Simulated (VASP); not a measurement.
# Sn3Se (Fm-3m) in VASP: further runs, part 2 of 2

VASP 6.6.1. Earlier steps stand in the parts before.

### 4 Single point, PBE

File INCAR:

```
SYSTEM = Sn3Se
PREC = Accurate
ENCUT = 500
EDIFF = 1E-6
ISMEAR = -1
SIGMA = 0.1
LREAL = .FALSE.
LASPH = .TRUE.
NELM = 120
ALGO = Normal
ISIF = 2
LWAVE = .FALSE.
LCHARG = .FALSE.
GGA = PE
NBANDS = 32
GGA_COMPAT = .FALSE.
```

File KPOINTS:

```
Automatic mesh
0
G
  4 4 4
  0 0 0
```

File POSCAR:

```
Sn3Se
1.0
    5.2794540000      0.0000000000      0.0000000000
    2.6397270000      4.5721412821      0.0000000000
    2.6397270000      1.5240470940      4.3106561402
Sn Se
3 1
Direct
    0.2500000000      0.2500000000      0.2500000000
    0.7500000000      0.7500000000      0.7500000000
    0.5000000000      0.5000000000      0.5000000000
    0.0000000000      0.0000000000      0.0000000000
```

Potentials or basis: VASP PAW PBE potentials, release 64 (Sn_d, Se).

On the command line:

```console
cat potpaw_PBE.64/Sn_d/POTCAR potpaw_PBE.64/Se/POTCAR > POTCAR
mpirun -np 1 vasp_std > vasp.out
```

OUTCAR:

```text
SYSTEM = Sn3Se
   PREC = Accurate
   ENCUT = 500
   EDIFF = 1E-6
   ISMEAR = -1
   LREAL = .FALSE.
   LASPH = .TRUE.
   NELM = 120
   ISIF = 2
   GGA = PE

 ion  position               nearest neighbor table
   1  0.250  0.250  0.250-   4 3.23   3 3.23   4 3.23   3 3.23   3 3.23   4 3.23   4 3.23   3 3.23
                             2 3.73   2 3.73   2 3.73   2 3.73   2 3.73   2 3.73
   2  0.750  0.750  0.750-   3 3.23   4 3.23   4 3.23   3 3.23   4 3.23   3 3.23   3 3.23   4 3.23
                             1 3.73   1 3.73   1 3.73   1 3.73   1 3.73   1 3.73
   3  0.500  0.500  0.500-   1 3.23   2 3.23   2 3.23   1 3.23   2 3.23   1 3.23   1 3.23   2 3.23

   4  0.000  0.000  0.000-   2 3.23   1 3.23   2 3.23   1 3.23   1 3.23   2 3.23   2 3.23   1 3.23

  LATTYP: Found a face centered cubic cell.
 ALAT       =     7.4662754487

  Lattice vectors:

 A1 = (   5.2794540000,   0.0000000000,   0.0000000000)
 A2 = (   2.6397270000,   4.5721412821,   0.0000000000)
 A3 = (   2.6397270000,   1.5240470940,   4.3106561402)

Analysis of symmetry for initial positions (statically):
=====================================================================
 Subroutine PRICEL returns:
 Original cell was already a primitive cell.
[... 158 lines left out ...]

 val. band max:        7.2995460744   @ k =  -0.2500   0.2500   0.0000
 cond. band min:       7.4780202274   @ k =   0.2500  -0.0000  -0.0000
 fundamental gap:      0.1784741531
 Fermi energy:         7.3922638348

 k-point     1 :       0.0000    0.0000    0.0000
  band No.  band energies     occupation
      1     -14.4124      2.00000
      2     -14.4124      2.00000
      3     -14.3761      2.00000
      4     -14.3761      2.00000
      5     -14.3761      2.00000
      6     -14.3757      2.00000
[... 269 lines left out ...]
     31      11.8108      0.00000
     32      15.0024      0.00000

------------------------ aborting loop because EDIFF is reached ----------------------------------------

  FORCE on cell =-STRESS in cart. coord.  units (eV):
  Direction    XX          YY          ZZ          XY          YZ          ZX
  --------------------------------------------------------------------------------------
  -------------------------------------------------------------------------------------
  Total       -0.2652671     -0.2652671     -0.2652671      0.0000000      0.0000000     -0.0000000
  in kB       -4.0845279     -4.0845279     -4.0845279      0.0000000      0.0000000     -0.0000000
  external PRESSURE =      -4.0845279 kB  Pullay stress =       0.0000000 kB

 VOLUME and BASIS-vectors are now :
 -----------------------------------------------------------------------------
  energy-cutoff  :      500.00
  volume of cell :      104.05
      direct lattice vectors                 reciprocal lattice vectors
     5.279454000  0.000000000  0.000000000     0.189413526 -0.109357950 -0.077327748
     2.639727000  4.572141282  0.000000000     0.000000000  0.218715901 -0.077327748
     2.639727000  1.524047094  4.310656140     0.000000000  0.000000000  0.231983245

 POSITION                                       TOTAL-FORCE (eV/Angst)
 -----------------------------------------------------------------------------------
      2.63973      1.52405      1.07766         0.000000     -0.000000     -0.000000
      7.91918      4.57214      3.23299         0.000000      0.000000      0.000000
      5.27945      3.04809      2.15533        -0.000000      0.000000      0.000000
      0.00000      0.00000      0.00000        -0.000000      0.000000      0.000000
 -----------------------------------------------------------------------------------
    total drift:                                0.000000     -0.000000     -0.000000

  FREE ENERGIE OF THE ION-ELECTRON SYSTEM (eV)
  ---------------------------------------------------
  free  energy   TOTEN  =       -14.7911725676 eV

  energy  without entropy=      -14.6772165043  energy(sigma->0) =      -14.73419454
```

OSZICAR:

```text
N       E                     dE             d eps       ncg     rms          rms(c)
DAV:   1     0.438383792027E+03    0.43838E+03   -0.23492E+04   536   0.218E+03
DAV:   2     0.435301451915E+02   -0.39485E+03   -0.37983E+03   520   0.546E+02
DAV:   3    -0.124537146294E+02   -0.55984E+02   -0.54176E+02   624   0.172E+02
DAV:   4    -0.149627974218E+02   -0.25091E+01   -0.24994E+01   568   0.388E+01
DAV:   5    -0.150376133910E+02   -0.74816E-01   -0.74813E-01   688   0.721E+00    0.352E+00
DAV:   6    -0.147929524626E+02    0.24466E+00   -0.46204E-01   664   0.668E+00    0.207E+00
DAV:   7    -0.147941763303E+02   -0.12239E-02   -0.13233E-01   600   0.233E+00    0.106E+00
DAV:   8    -0.147915794143E+02    0.25969E-02   -0.13456E-02   584   0.659E-01    0.176E-01
DAV:   9    -0.147911191299E+02    0.46028E-03   -0.16644E-03   600   0.259E-01    0.603E-02
DAV:  10    -0.147911721700E+02   -0.53040E-04   -0.32090E-04   584   0.174E-01    0.176E-02
DAV:  11    -0.147911745969E+02   -0.24269E-05   -0.24320E-05   672   0.673E-02    0.816E-03
DAV:  12    -0.147911725837E+02    0.20132E-05   -0.36647E-06   432   0.195E-02    0.210E-03
DAV:  13    -0.147911725676E+02    0.16056E-07   -0.10107E-06   288   0.186E-02
   1 F= -.14791173E+02 E0= -.14734195E+02  d E =-.113956E+00
```

stdout:

```text
POSCAR found type information on POSCAR SnSe
 POSCAR found :  2 types and       4 ions
 scaLAPACK will be used
 LDA part: xc-table for (Slater+PW92), standard interpolation
 POSCAR, INCAR and KPOINTS ok, starting setup
 FFT: planning ... GRIDC
 FFT: planning ... GRID_SOFT
 FFT: planning ... GRID
 WAVECAR not read
 entering main loop
```

It took 22 s on 1 thread of AMD EPYC 7R13 (Zen 3), shared host; peak memory 0.21 GiB.

What came out:

```
Free energy            : -14.7912 eV
Pressure               : -0.4 GPa
Band gap on the k mesh : zero (band 24 reaches 8.09 eV, above the bottom of band 25 at 5.92 eV)
```

Levels at points of the mesh, in eV from the Fermi level:
```tsv
k point	band 21	band 22	band 23	band 24	band 25	band 26	band 27	band 28
(0.00, 0.00, 0.00)	-2.98	-2.98	-1.47	-1.47	-1.47	-0.76	-0.76	-0.76
(0.50, 0.00, 0.00)	-3.49	-2.35	-2.35	-0.99	0.17	1.94	1.94	3.33
(0.50, 0.50, 0.00)	-4.96	-0.45	0.30	0.30	0.80	2.57	2.57	3.03
```

Caveat: the k points lie up to 0.36 Å⁻¹ apart; spin-orbit coupling is left out, which moves the levels of the heavy elements.

### 5 Single point, PBE

File INCAR:

```
ALGO = Normal
EDIFF = 1E-6
ENCUT = 500
GGA = PE
GGA_COMPAT = F
ISIF = 2
ISMEAR = -1
LASPH = T
LCHARG = T
LELF = T
LREAL = F
LVHAR = T
LWAVE = F
NBANDS = 32
NELM = 120
PREC = Accurate
SIGMA = 0.1
```

File KPOINTS:

```
k-points
0
Gamma
  5 5 5
```

POSCAR is that of step 4.

Potentials or basis: VASP PAW PBE potentials, release 64 (Sn_d, Se).

On the command line:

```console
cat potpaw_PBE.64/Sn_d/POTCAR potpaw_PBE.64/Se/POTCAR > POTCAR
mpirun -np 1 vasp_std > vasp.out
```

OUTCAR:

```text
EDIFF = 1E-6
   ENCUT = 500
   GGA = PE
   ISIF = 2
   ISMEAR = -1
   LASPH = T
   LREAL = F
   NELM = 120
   PREC = Accurate

 ion  position               nearest neighbor table
   1  0.250  0.250  0.250-   4 3.23   3 3.23   4 3.23   3 3.23   3 3.23   4 3.23   4 3.23   3 3.23
                             2 3.73   2 3.73   2 3.73   2 3.73   2 3.73   2 3.73
   2  0.750  0.750  0.750-   3 3.23   4 3.23   4 3.23   3 3.23   4 3.23   3 3.23   3 3.23   4 3.23
                             1 3.73   1 3.73   1 3.73   1 3.73   1 3.73   1 3.73
   3  0.500  0.500  0.500-   1 3.23   2 3.23   2 3.23   1 3.23   2 3.23   1 3.23   1 3.23   2 3.23

   4  0.000  0.000  0.000-   2 3.23   1 3.23   2 3.23   1 3.23   1 3.23   2 3.23   2 3.23   1 3.23

  LATTYP: Found a face centered cubic cell.
 ALAT       =     7.4662754487

  Lattice vectors:

 A1 = (   5.2794540000,   0.0000000000,   0.0000000000)
 A2 = (   2.6397270000,   4.5721412821,   0.0000000000)
 A3 = (   2.6397270000,   1.5240470940,   4.3106561402)

Analysis of symmetry for initial positions (statically):
=====================================================================
 Subroutine PRICEL returns:
 Original cell was already a primitive cell.

 Routine SETGRP: Setting up the symmetry group for a
 face centered cubic supercell.

 Subroutine GETGRP returns: Found 48 space group operations
 (whereof 48 operations were pure point group operations)
 out of a pool of 48 trial point group operations.

The static configuration has the point symmetry O_h .

Analysis of symmetry for dynamics (positions and initial velocities):
=====================================================================
 Subroutine PRICEL returns:
 Original cell was already a primitive cell.

 Routine SETGRP: Setting up the symmetry group for a
 face centered cubic supercell.

 Subroutine GETGRP returns: Found 48 space group operations
 (whereof 48 operations were pure point group operations)
 out of a pool of 48 trial point group operations.

[... 106 lines left out ...]
   IALGO  =     38    algorithm
   IMIX   =      4    mixing-type and parameters
     AMIX     =   0.40;   BMIX     =  1.00
     AMIX_MAG =   1.60;   BMIX_MAG =  1.00
  volume/ion in A,a.u.               =      26.01       175.55
  Fermi-wavevector in a.u.,A,eV,Ry     =   1.264944  2.390397 21.770449  1.600083
  Thomas-Fermi vector in A             =   2.398223
   LORBIT       =      0    0 simple, 1 ext, 2 COOP (PROOUT), +10 PAW based schemes
   GGA     = PE    functional components
   LHFCALC =     F    Hartree Fock is set to
   AEXX    =    0.0000 exact exchange contribution
   IVDW    =     0    specifies the selected vdW correction
   LEPSILON=     F    determine dielectric tensor
   LRPA    =     F    only Hartree local field effects (RPA)
 non-spin polarized calculation
  energy-cutoff  :      500.00
  volume of cell :      104.05
 maximum number of plane-waves:      2685
   NGX = 19   NGY = 19   NGZ = 19

 number of electron      48.0000025 magnetization

 Free energy of the ion-electron system (eV)
  ---------------------------------------------------
  ext. energy  EPLUGINS =         0.00000000
  ---------------------------------------------------
  free energy    TOTEN  =       -14.91946070 eV

  energy without entropy =      -14.83017461  energy(sigma->0) =      -14.87481766

 E-fermi :   7.1886     XC(G=0): -10.2925

 val. band max:        7.1451039761   @ k =   0.2000  -0.0000  -0.0000
 cond. band min:       7.2513018850   @ k =  -0.4000   0.4000   0.0000
 fundamental gap:      0.1061979089
 Fermi energy:         7.1885989931

 k-point     1 :       0.0000    0.0000    0.0000
  band No.  band energies     occupation
      1     -14.3475      2.00000
      2     -14.3475      2.00000
      3     -14.3125      2.00000
      4     -14.3125      2.00000
      5     -14.3125      2.00000
      6     -14.3086      2.00000
[... 339 lines left out ...]
     31      12.6661      0.00000
     32      14.7995      0.00000

------------------------ aborting loop because EDIFF is reached ----------------------------------------

  FORCE on cell =-STRESS in cart. coord.  units (eV):
  Direction    XX          YY          ZZ          XY          YZ          ZX
  --------------------------------------------------------------------------------------
  -------------------------------------------------------------------------------------
  Total        0.0370284      0.0370284      0.0370284     -0.0000000     -0.0000000      0.0000000
  in kB        0.5701558      0.5701558      0.5701558     -0.0000000     -0.0000000      0.0000000
  external PRESSURE =       0.5701558 kB  Pullay stress =       0.0000000 kB

 VOLUME and BASIS-vectors are now :
 -----------------------------------------------------------------------------
  energy-cutoff  :      500.00
  volume of cell :      104.05
      direct lattice vectors                 reciprocal lattice vectors
     5.279454000  0.000000000  0.000000000     0.189413526 -0.109357950 -0.077327748
     2.639727000  4.572141282  0.000000000     0.000000000  0.218715901 -0.077327748
     2.639727000  1.524047094  4.310656140     0.000000000  0.000000000  0.231983245

 POSITION                                       TOTAL-FORCE (eV/Angst)
 -----------------------------------------------------------------------------------
      2.63973      1.52405      1.07766        -0.000000     -0.000000     -0.000000
      7.91918      4.57214      3.23299         0.000000      0.000000      0.000000
      5.27945      3.04809      2.15533        -0.000000     -0.000000     -0.000000
      0.00000      0.00000      0.00000        -0.000000     -0.000000     -0.000000
 -----------------------------------------------------------------------------------
    total drift:                                0.000000     -0.000000     -0.000000

  FREE ENERGIE OF THE ION-ELECTRON SYSTEM (eV)
  ---------------------------------------------------
  free  energy   TOTEN  =       -14.9194607026 eV

  energy  without entropy=      -14.8301746083  energy(sigma->0) =      -14.87481766
```

OSZICAR:

```text
N       E                     dE             d eps       ncg     rms          rms(c)
DAV:   1     0.443223485442E+03    0.44322E+03   -0.23413E+04   672   0.217E+03
DAV:   2     0.439436310600E+02   -0.39928E+03   -0.38587E+03   648   0.552E+02
DAV:   3    -0.124577046195E+02   -0.56401E+02   -0.54740E+02   792   0.172E+02
DAV:   4    -0.150113192888E+02   -0.25536E+01   -0.25491E+01   704   0.397E+01
DAV:   5    -0.150878330066E+02   -0.76514E-01   -0.76510E-01   872   0.730E+00    0.349E+00
DAV:   6    -0.149253925900E+02    0.16244E+00   -0.33300E-01   872   0.629E+00    0.208E+00
DAV:   7    -0.149216771367E+02    0.37155E-02   -0.91361E-02   768   0.219E+00    0.112E+00
DAV:   8    -0.149196916577E+02    0.19855E-02   -0.15659E-02   712   0.718E-01    0.162E-01
DAV:   9    -0.149194185888E+02    0.27307E-03   -0.17682E-03   736   0.345E-01    0.647E-02
DAV:  10    -0.149194622498E+02   -0.43661E-04   -0.31652E-04   728   0.166E-01    0.198E-02
DAV:  11    -0.149194608657E+02    0.13841E-05   -0.29893E-05   808   0.758E-02    0.989E-03
DAV:  12    -0.149194607026E+02    0.16302E-06   -0.36553E-06   568   0.158E-02
   1 F= -.14919461E+02 E0= -.14874818E+02  d E =-.892861E-01
```

stdout:

```text
POSCAR found type information on POSCAR SnSe
 POSCAR found :  2 types and       4 ions
 scaLAPACK will be used
 LDA part: xc-table for (Slater+PW92), standard interpolation
 POSCAR, INCAR and KPOINTS ok, starting setup
 FFT: planning ... GRIDC
 FFT: planning ... GRID_SOFT
 FFT: planning ... GRID
 WAVECAR not read
 entering main loop
```

Wall time 28 s (1 thread of AMD EPYC 7R13 (Zen 3), shared host); peak memory 0.21 GiB.

Results:

* Free energy: -14.9195 eV
* Pressure: 0.1 GPa

Levels at points of the mesh, in eV from the Fermi level:
```
           k point  band 20  band 21  band 22  band 23  band 24  band 25  band 26  band 27  band 28  band 29
(0.00, 0.00, 0.00)    -2.88    -2.88    -2.84    -1.25    -1.25    -1.25    -0.52    -0.52    -0.52     4.12
```

Caveat: this odd mesh misses L, where the gap lies, so gap, dielectric constants and Born charges aren't listed; spin-orbit coupling is left out, which moves the levels of the heavy elements.

### 6 Overview

| k mesh | gap on the mesh (eV) | pressure (GPa) |
| --- | --- | --- |
| 2 × 2 × 2 | none | -0.3 |
| 3 × 3 × 3 | - | 0.0 |
| 4 × 4 × 4 | none | -0.4 |
| 5 × 5 × 5 | - | 0.1 |

Alike in all rows: task single point; level PBE; potentials or basis VASP PAW PBE potentials, release 64 (Sn_d, Se); no spin polarisation; cell as given; cutoff (eV) 500; smearing fermi-dirac 0.1 eV.

Caveats: some runs use coarse meshes; spin-orbit coupling is left out, which moves the levels of the heavy elements.

Absolute energies hang on the potentials; compare differences alone.
